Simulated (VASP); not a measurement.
# CuI (P-3m1) in VASP: a series of runs

CuI is run at these levels: PBEsol; tasks: single point.

Program: VASP 6.6.1. These are calculated values, not measurements. Logs are shortened: lines on timing, memory, paths and dates and some standing lists are left out, and cuts for length are marked.

## 1. The cell of the first run

It takes space group P-3m1 (No. 164, trigonal). The conventional cell has a = 4.129 Å, b = 4.129 Å, c = 7.478 Å, α = 90.00°, β = 90.00°, γ = 120.00°. Cu (site symmetry 3m) has 4 I at 2.58 to 2.68 Å and 3 Cu at 2.74 Å within 3.4 Å. I (site symmetry 3m) has 4 Cu at 2.58 to 2.68 Å within 3.4 Å.

## 2. Single point, PBEsol

INCAR reads:

```
SYSTEM = CuI
PREC = Accurate
ENCUT = 520
EDIFF = 1E-6
ISMEAR = 0
SIGMA = 0.01
LREAL = .FALSE.
LASPH = .TRUE.
NELM = 100
ALGO = Normal
ISIF = 2
LWAVE = .FALSE.
LCHARG = .FALSE.
GGA = PS
NBANDS = 26
```

KPOINTS reads:

```
regular mesh
0
G
  2 2 1
  0 0 0
```

POSCAR reads:

```
CuI
1.0
    4.1286180000      0.0000000000      0.0000000000
   -2.0643090000      3.5754880705      0.0000000000
    0.0000000000      0.0000000000      7.4781060000
Cu I
2 2
Direct
    0.6666670000      0.3333330000      0.5899520000
    0.3333330000      0.6666670000      0.4100480000
    0.3333330000      0.6666670000      0.7547480000
    0.6666670000      0.3333330000      0.2452520000
```

Potentials or basis: VASP PAW PBE potentials, release 64 (Cu, I).

Started as:

```
$ cat potpaw_PBE.64/Cu/POTCAR potpaw_PBE.64/I/POTCAR > POTCAR
$ mpirun -np 1 vasp_std > vasp.out
```

OUTCAR:

```text
SYSTEM = CuI
   PREC = Accurate
   ENCUT = 520
   EDIFF = 1E-6
   ISMEAR = 0
   LREAL = .FALSE.
   LASPH = .TRUE.
   NELM = 100
   ISIF = 2
   GGA = PS

 ion  position               nearest neighbor table
   1  0.667  0.333  0.590-   4 2.58   3 2.68   3 2.68   3 2.68   2 2.74   2 2.74   2 2.74
   2  0.333  0.667  0.410-   3 2.58   4 2.68   4 2.68   4 2.68   1 2.74   1 2.74   1 2.74
   3  0.333  0.667  0.755-   2 2.58   1 2.68   1 2.68   1 2.68
   4  0.667  0.333  0.245-   1 2.58   2 2.68   2 2.68   2 2.68

  LATTYP: Found a hexagonal cell.
 ALAT       =     4.1286180000
 C/A-ratio  =     1.8112855198

  Lattice vectors:

 A1 = (   4.1286180000,   0.0000000000,   0.0000000000)
 A2 = (  -2.0643090000,   3.5754880705,   0.0000000000)
 A3 = (   0.0000000000,   0.0000000000,   7.4781060000)

Analysis of symmetry for initial positions (statically):
=====================================================================
 Subroutine PRICEL returns:
 Original cell was already a primitive cell.

 Routine SETGRP: Setting up the symmetry group for a
 hexagonal supercell.

 Subroutine GETGRP returns: Found 12 space group operations
 (whereof 12 operations were pure point group operations)
 out of a pool of 24 trial point group operations.

The static configuration has the point symmetry D_3d.

Analysis of symmetry for dynamics (positions and initial velocities):
=====================================================================
 Subroutine PRICEL returns:
 Original cell was already a primitive cell.

 Routine SETGRP: Setting up the symmetry group for a
 hexagonal supercell.

 Subroutine GETGRP returns: Found 12 space group operations
 (whereof 12 operations were pure point group operations)
 out of a pool of 24 trial point group operations.

The dynamic configuration has the point symmetry D_3d.

 Subroutine INISYM returns: Found 12 space group operations
 (whereof 12 operations are pure point group operations),
 and found     1 'primitive' translations

----------------------------------------------------------------------------------------

                                     Primitive cell

  volume of cell :     110.3905

  direct lattice vectors                    reciprocal lattice vectors
     4.128618000  0.000000000  0.000000000     0.242211801  0.139841048  0.000000000
    -2.064309000  3.575488071  0.000000000     0.000000000  0.279682097  0.000000000
[... 73 lines left out ...]
   ISYM   =      2    0-nonsym 1-usesym 2-fastsym
   POTIM  = 0.5000    time-step for ionic-motion
   TEBEG  =    0.0;   TEEND  =   0.0 temperature during run
   PSTRESS=    0.0 pullay stress
   NELECT =      36.0000    total number of electrons
   NUPDOWN=      -1.0000    fix difference up-down
   EMIN   =  10.00;   EMAX   =-10.00  energy-range for DOS
   EFERMI =   0.00;   METHOD = LEGACY
   ISMEAR =     0;   SIGMA  =   0.01  broadening in eV -4-tet -1-fermi 0-gaus
   EFERMI_NEDOS =   21; number of points for ismear=-14 and -15
   IALGO  =     38    algorithm
   IMIX   =      4    mixing-type and parameters
     AMIX     =   0.40;   BMIX     =  1.00
     AMIX_MAG =   1.60;   BMIX_MAG =  1.00
  volume/ion in A,a.u.               =      27.60       186.24
  Fermi-wavevector in a.u.,A,eV,Ry     =   1.126847  2.129433 17.276475  1.269785
  Thomas-Fermi vector in A             =   2.263531
   LORBIT       =      0    0 simple, 1 ext, 2 COOP (PROOUT), +10 PAW based schemes
   GGA     = PS    functional components
   LHFCALC =     F    Hartree Fock is set to
   AEXX    =    0.0000 exact exchange contribution
   IVDW    =     0    specifies the selected vdW correction
   LEPSILON=     F    determine dielectric tensor
   LRPA    =     F    only Hartree local field effects (RPA)
 non-spin polarized calculation
 Gauss-broadening in eV      SIGMA  =   0.01
  energy-cutoff  :      520.00
  volume of cell :      110.39
 maximum number of plane-waves:      2985
 NGX is ok and might be reduce to    32
   NGX = 15   NGY = 15   NGZ = 27

 number of electron      36.0000025 magnetization

 Free energy of the ion-electron system (eV)
  ---------------------------------------------------
  ext. energy  EPLUGINS =         0.00000000
  ---------------------------------------------------
  free energy    TOTEN  =       -11.72829025 eV

  energy without entropy =      -11.72829025  energy(sigma->0) =      -11.72829025

 E-fermi :   4.1669     XC(G=0):  -9.0576

 val. band max:        4.1160310834   @ k =   0.0000   0.0000   0.0000
 cond. band min:       5.6883380240   @ k =   0.0000   0.0000   0.0000
 fundamental gap:      1.5723069406
 Fermi energy:         4.1669130466

 k-point     1 :       0.0000    0.0000    0.0000
  band No.  band energies     occupation
      1      -9.5467      2.00000
      2      -9.0379      2.00000
      3      -1.5289      2.00000
      4       0.3045      2.00000
      5       0.7273      2.00000
      6       0.7273      2.00000
[... 18 lines left out ...]
     25      10.3239      0.00000
     26      12.1398      0.00000

 k-point     2 :       0.5000   -0.0000    0.0000
  band No.  band energies     occupation
      1      -8.8874      2.00000
      2      -8.7136      2.00000
      3      -1.0796      2.00000
      4      -1.0518      2.00000
      5       0.0679      2.00000
      6       0.3507      2.00000
[... 18 lines left out ...]
     25      10.9835      0.00000
     26      12.9009      0.00000

------------------------ aborting loop because EDIFF is reached ----------------------------------------

  FORCE on cell =-STRESS in cart. coord.  units (eV):
  Direction    XX          YY          ZZ          XY          YZ          ZX
  --------------------------------------------------------------------------------------
  -------------------------------------------------------------------------------------
  Total        2.2600217      2.2600217     -2.0669485     -0.0000000      0.0000000      0.0000000
  in kB       32.8013360     32.8013360    -29.9991251     -0.0000000      0.0000000      0.0000000
  external PRESSURE =      11.8678490 kB  Pullay stress =       0.0000000 kB

 VOLUME and BASIS-vectors are now :
 -----------------------------------------------------------------------------
  energy-cutoff  :      520.00
  volume of cell :      110.39
      direct lattice vectors                 reciprocal lattice vectors
     4.128618000  0.000000000  0.000000000     0.242211801  0.139841048  0.000000000
    -2.064309000  3.575488071  0.000000000     0.000000000  0.279682097  0.000000000
     0.000000000  0.000000000  7.478106000     0.000000000  0.000000000  0.133723700

 POSITION                                       TOTAL-FORCE (eV/Angst)
 -----------------------------------------------------------------------------------
      2.06431      1.19183      4.41172         0.000000      0.000000     -0.205495
     -0.00000      2.38366      3.06638         0.000000      0.000000      0.205495
     -0.00000      2.38366      5.64409         0.000000      0.000000     -0.114910
      2.06431      1.19183      1.83402        -0.000000      0.000000      0.114910
 -----------------------------------------------------------------------------------
    total drift:                               -0.000000      0.000000      0.000000

  FREE ENERGIE OF THE ION-ELECTRON SYSTEM (eV)
  ---------------------------------------------------
  free  energy   TOTEN  =       -11.7282902473 eV

  energy  without entropy=      -11.7282902473  energy(sigma->0) =      -11.72829025
```

OSZICAR:

```text
N       E                     dE             d eps       ncg     rms          rms(c)
DAV:   1     0.276212195141E+03    0.27621E+03   -0.15390E+04   104   0.155E+03
DAV:   2     0.153701614710E+02   -0.26084E+03   -0.24596E+03   104   0.295E+02
DAV:   3    -0.113322854470E+02   -0.26702E+02   -0.25993E+02   136   0.119E+02
DAV:   4    -0.126819256628E+02   -0.13496E+01   -0.13464E+01   144   0.250E+01
DAV:   5    -0.127166472810E+02   -0.34722E-01   -0.34698E-01   152   0.373E+00    0.976E+00
DAV:   6    -0.124855115611E+02    0.23114E+00   -0.14161E+01   126   0.862E+01    0.687E+00
DAV:   7    -0.117284011468E+02    0.75711E+00   -0.35223E+00   136   0.518E+01    0.310E+00
DAV:   8    -0.117484761154E+02   -0.20075E-01   -0.43107E-01   168   0.113E+01    0.120E+00
DAV:   9    -0.117271640331E+02    0.21312E-01   -0.12010E-01   142   0.857E+00    0.404E-01
DAV:  10    -0.117279561292E+02   -0.79210E-03   -0.78040E-03   160   0.127E+00    0.281E-01
DAV:  11    -0.117281889912E+02   -0.23286E-03   -0.17305E-03   150   0.946E-01    0.191E-01
DAV:  12    -0.117282782009E+02   -0.89210E-04   -0.57121E-04   132   0.455E-01    0.615E-02
DAV:  13    -0.117282842968E+02   -0.60959E-05   -0.10796E-04   134   0.238E-01    0.233E-02
DAV:  14    -0.117282948258E+02   -0.10529E-04   -0.50154E-05   148   0.447E-02    0.305E-02
DAV:  15    -0.117282900534E+02    0.47725E-05   -0.91036E-06   144   0.689E-02    0.148E-02
DAV:  16    -0.117282902473E+02   -0.19393E-06   -0.25449E-06   100   0.131E-02
   1 F= -.11728290E+02 E0= -.11728290E+02  d E =-.160399E-13
```

stdout:

```text
POSCAR found type information on POSCAR CuI
 POSCAR found :  2 types and       4 ions
 scaLAPACK will be used
 -----------------------------------------------------------------------------
|                                                                             |
|                                                                             |
|     You enforced a specific xc type in the INCAR file but a different       |
|     I HOPE YOU KNOW WHAT YOU ARE DOING!                                     |
|                                                                             |
 -----------------------------------------------------------------------------

 LDA part: xc-table for (Slater+PW92), standard interpolation
 POSCAR, INCAR and KPOINTS ok, starting setup
 FFT: planning ... GRIDC
 FFT: planning ... GRID_SOFT
 FFT: planning ... GRID
 WAVECAR not read
 entering main loop
```

Run time: 9 s. Hardware: 1 thread of Intel Xeon 6975P-C (Granite Rapids), shared host; peak memory 0.22 GiB.

What came out:

```yaml
Free_energy: -11.7283 eV
Pressure: 1.2 GPa
Largest_force: 0.205 eV/Å
Band_gap_on_the_k_mesh: 1.57 eV, direct
```

Forces on the atoms (eV/Å):
```
Cu   0.000  0.000 -0.205
Cu   0.000  0.000  0.205
I    0.000  0.000 -0.115
I    0.000  0.000  0.115
```

Levels at points of the mesh, in eV from the valence-band top:
```
           k point  band 15  band 16  band 17  band 18  band 19  band 20  band 21  band 22
(0.00, 0.00, 0.00)    -0.41    -0.41     0.00     0.00     1.57     2.87     4.67     5.64
(0.50, 0.00, 0.00)    -1.42    -1.36    -1.32    -0.22     3.03     3.11     3.69     5.26
```

Caveat: the k points lie up to 0.88 Å⁻¹ apart; the PAW data sets were made with another functional, which shifts forces and pressure a little; spin-orbit coupling is left out, which moves the levels of the heavy elements; this functional lacks dispersion, which binds the layers, so the pressure and a relaxed spacing across them are unreliable.

## 3. Single point, PBEsol

INCAR reads:

```
PREC = Accurate
ENCUT = 520
EDIFF = 1E-7
ISMEAR = 0
SIGMA = 0.01
LREAL = False
LASPH = True
NELM = 100
ALGO = Normal
ISIF = 2
LWAVE = False
LCHARG = True
GGA = PS
LELF = True
LVHAR = True
NBANDS = 26
```

KPOINTS reads:

```
regular mesh
0
Gamma
  3 3 2
```

POSCAR is that of step 2.

Potentials or basis: VASP PAW PBE potentials, release 64 (Cu, I).

Started as:

```
$ cat potpaw_PBE.64/Cu/POTCAR potpaw_PBE.64/I/POTCAR > POTCAR
$ mpirun -np 1 vasp_std > vasp.out
```

OUTCAR:

```text
PREC = Accurate
   ENCUT = 520
   EDIFF = 1E-7
   ISMEAR = 0
   LREAL = False
   LASPH = True
   NELM = 100
   ISIF = 2
   GGA = PS

 ion  position               nearest neighbor table
   1  0.667  0.333  0.590-   4 2.58   3 2.68   3 2.68   3 2.68   2 2.74   2 2.74   2 2.74
   2  0.333  0.667  0.410-   3 2.58   4 2.68   4 2.68   4 2.68   1 2.74   1 2.74   1 2.74
   3  0.333  0.667  0.755-   2 2.58   1 2.68   1 2.68   1 2.68
   4  0.667  0.333  0.245-   1 2.58   2 2.68   2 2.68   2 2.68

  LATTYP: Found a hexagonal cell.
 ALAT       =     4.1286180000
 C/A-ratio  =     1.8112855198

  Lattice vectors:

 A1 = (   4.1286180000,   0.0000000000,   0.0000000000)
 A2 = (  -2.0643090000,   3.5754880705,   0.0000000000)
 A3 = (   0.0000000000,   0.0000000000,   7.4781060000)

Analysis of symmetry for initial positions (statically):
=====================================================================
 Subroutine PRICEL returns:
 Original cell was already a primitive cell.

 Routine SETGRP: Setting up the symmetry group for a
 hexagonal supercell.

 Subroutine GETGRP returns: Found 12 space group operations
 (whereof 12 operations were pure point group operations)
 out of a pool of 24 trial point group operations.

The static configuration has the point symmetry D_3d.

Analysis of symmetry for dynamics (positions and initial velocities):
=====================================================================
 Subroutine PRICEL returns:
 Original cell was already a primitive cell.

 Routine SETGRP: Setting up the symmetry group for a
 hexagonal supercell.

[... 101 lines left out ...]
   NUPDOWN=      -1.0000    fix difference up-down
   EMIN   =  10.00;   EMAX   =-10.00  energy-range for DOS
   EFERMI =   0.00;   METHOD = LEGACY
   ISMEAR =     0;   SIGMA  =   0.01  broadening in eV -4-tet -1-fermi 0-gaus
   EFERMI_NEDOS =   21; number of points for ismear=-14 and -15
   IALGO  =     38    algorithm
   IMIX   =      4    mixing-type and parameters
     AMIX     =   0.40;   BMIX     =  1.00
     AMIX_MAG =   1.60;   BMIX_MAG =  1.00
  volume/ion in A,a.u.               =      27.60       186.24
  Fermi-wavevector in a.u.,A,eV,Ry     =   1.126847  2.129433 17.276475  1.269785
  Thomas-Fermi vector in A             =   2.263531
   LORBIT       =      0    0 simple, 1 ext, 2 COOP (PROOUT), +10 PAW based schemes
   GGA     = PS    functional components
   LHFCALC =     F    Hartree Fock is set to
   AEXX    =    0.0000 exact exchange contribution
   IVDW    =     0    specifies the selected vdW correction
   LEPSILON=     F    determine dielectric tensor
   LRPA    =     F    only Hartree local field effects (RPA)
 non-spin polarized calculation
 Gauss-broadening in eV      SIGMA  =   0.01
  energy-cutoff  :      520.00
  volume of cell :      110.39
 maximum number of plane-waves:      2992
 NGX is ok and might be reduce to    32
   NGX = 15   NGY = 15   NGZ = 27

 number of electron      36.0000025 magnetization

 Free energy of the ion-electron system (eV)
  ---------------------------------------------------
  ext. energy  EPLUGINS =         0.00000000
  ---------------------------------------------------
  free energy    TOTEN  =       -12.47929643 eV

  energy without entropy =      -12.47929643  energy(sigma->0) =      -12.47929643

 E-fermi :   4.1528     XC(G=0):  -9.0974

 val. band max:        4.0827274758   @ k =   0.0000   0.0000   0.0000
 cond. band min:       5.6520869486   @ k =   0.0000   0.0000   0.0000
 fundamental gap:      1.5693594728
 Fermi energy:         4.1527968853

 k-point     1 :       0.0000    0.0000    0.0000
  band No.  band energies     occupation
      1      -9.6437      2.00000
      2      -9.1459      2.00000
      3      -1.5745      2.00000
      4       0.3017      2.00000
      5       0.7340      2.00000
      6       0.7340      2.00000
[... 163 lines left out ...]
     25      12.2953      0.00000
     26      12.3666      0.00000

------------------------ aborting loop because EDIFF is reached ----------------------------------------

  FORCE on cell =-STRESS in cart. coord.  units (eV):
  Direction    XX          YY          ZZ          XY          YZ          ZX
  --------------------------------------------------------------------------------------
  -------------------------------------------------------------------------------------
  Total       -0.3417700     -0.3417700     -1.0888011      0.0000000      0.0000000     -0.0000000
  in kB       -4.9603560     -4.9603560    -15.8025615      0.0000000      0.0000000     -0.0000000
  external PRESSURE =      -8.5744245 kB  Pullay stress =       0.0000000 kB

 VOLUME and BASIS-vectors are now :
 -----------------------------------------------------------------------------
  energy-cutoff  :      520.00
  volume of cell :      110.39
      direct lattice vectors                 reciprocal lattice vectors
     4.128618000  0.000000000  0.000000000     0.242211801  0.139841048  0.000000000
    -2.064309000  3.575488071  0.000000000     0.000000000  0.279682097  0.000000000
     0.000000000  0.000000000  7.478106000     0.000000000  0.000000000  0.133723700

 POSITION                                       TOTAL-FORCE (eV/Angst)
 -----------------------------------------------------------------------------------
      2.06431      1.19183      4.41172        -0.000000      0.000000     -0.047049
     -0.00000      2.38366      3.06638        -0.000000      0.000000      0.047049
     -0.00000      2.38366      5.64409        -0.000000      0.000000     -0.188452
      2.06431      1.19183      1.83402         0.000000     -0.000000      0.188452
 -----------------------------------------------------------------------------------
    total drift:                               -0.000000      0.000000      0.000000

  FREE ENERGIE OF THE ION-ELECTRON SYSTEM (eV)
  ---------------------------------------------------
  free  energy   TOTEN  =       -12.4792964281 eV

  energy  without entropy=      -12.4792964281  energy(sigma->0) =      -12.47929643
```

stdout:

```text
POSCAR found type information on POSCAR CuI
 POSCAR found :  2 types and       4 ions
 scaLAPACK will be used
 -----------------------------------------------------------------------------
|                                                                             |
|                                                                             |
|     You enforced a specific xc type in the INCAR file but a different       |
|     I HOPE YOU KNOW WHAT YOU ARE DOING!                                     |
|                                                                             |
 -----------------------------------------------------------------------------

 LDA part: xc-table for (Slater+PW92), standard interpolation
 POSCAR, INCAR and KPOINTS ok, starting setup
 FFT: planning ... GRIDC
 FFT: planning ... GRID_SOFT
 FFT: planning ... GRID
 WAVECAR not read
 entering main loop
```

Wall time 16 s (1 thread of Intel Xeon 6975P-C (Granite Rapids), shared host); peak memory 0.22 GiB.

Results:

```yaml
Free_energy: -12.4793 eV
Pressure: -0.9 GPa
Largest_force: 0.188 eV/Å
Band_gap_on_the_k_mesh: 1.57 eV, direct
```

Forces on the atoms (eV/Å):
```
Cu   0.000  0.000 -0.047
Cu   0.000  0.000  0.047
I    0.000  0.000 -0.188
I    0.000  0.000  0.188
```

Stress tensor (GPa, compression positive):
```
-0.50  0.00  0.00
 0.00 -0.50  0.00
 0.00  0.00 -1.58
```

Caveat: the k points lie up to 0.59 Å⁻¹ apart; the PAW data sets were made with another functional, which shifts forces and pressure a little; spin-orbit coupling is left out, which moves the levels of the heavy elements; this functional lacks dispersion, which binds the layers, so the pressure and a relaxed spacing across them are unreliable. PBEsol gaps usually lie below the measured ones, often by a third to a half.
